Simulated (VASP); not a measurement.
A run of VASP 6.6.1 is set up as follows.

File INCAR:

```
SYSTEM = CrCd7Te8
ALGO = Normal ; EDIFF = 1E-7
ENCUT = 520 ; GGA = PS
ISIF = 2 ; ISMEAR = 0
ISPIN = 2 ; LASPH = .TRUE.
LCHARG = .FALSE. ; LDAU = .TRUE.
LDAUJ = 0 0 0 ; LDAUL = 2 -1 -1
LDAUPRINT = 1 ; LDAUTYPE = 2
LDAUU = 3 0 0 ; LMAXMIX = 4
LORBIT = 11 ; LREAL = Auto
LWAVE = .FALSE. ; MAGMOM = 4 0 0 0 0 0 0 0 0 0 0 0 0 0 0 0
NBANDS = 90 ; NELM = 150
PREC = Accurate ; SIGMA = 0.05
```

The input KPOINTS:

```
k-points
0
G
  2 2 2
  0 0 0
```

Contents of POSCAR:

```
CrCd7Te8
1.0
    0.0000000000      6.4800000000      6.4800000000
    6.4800000000      0.0000000000      6.4800000000
    6.4800000000      6.4800000000      0.0000000000
Cr Cd Te
1 7 8
Direct
    0.0000000000      0.0000000000      1.0000000000
    0.0016470154      0.0016470154      0.4983529846
    0.0016470154      0.4983529846      0.0016470154
    0.0016470154      0.4983529846      0.4983529846
    0.4983529846      0.0016470154      0.0016470154
    0.4983529846      0.0016470154      0.4983529846
    0.4983529846      0.4983529846      0.0016470154
    0.5000000000      0.5000000000      0.5000000000
    0.1222220879      0.1222220879      0.1222220879
    0.1222220879      0.1222220879      0.6333337362
    0.1222220879      0.6333337362      0.1222220879
    0.1247385481      0.6250871506      0.6250871506
    0.6333337362      0.1222220879      0.1222220879
    0.6250871506      0.1247385481      0.6250871506
    0.6250871506      0.6250871506      0.1247385481
    0.6250871506      0.6250871506      0.6250871506
```

Potentials or basis: VASP PAW PBE potentials, release 64 (Cr_pv, Cd, Te).

The run is started by

```bash
$ cat potpaw_PBE.64/Cr_pv/POTCAR potpaw_PBE.64/Cd/POTCAR potpaw_PBE.64/Te/POTCAR > POTCAR
$ mpirun -np 1 vasp_std > vasp.out
```

(1) Predict the site moments.

(2) Predict the net moment.

Answers

(1) Cr +3.95; Cd +0.00, -0.00 (each value once); Te -0.08, -0.01 (each value once) μB.

(2) 4.00 μB per cell.

Caveat: the k points lie up to 0.42 Å⁻¹ apart; a cell with one magnetic atom can't hold antiferromagnetic order, which such compounds often take; the U is typed as a test and isn't derived for this compound.
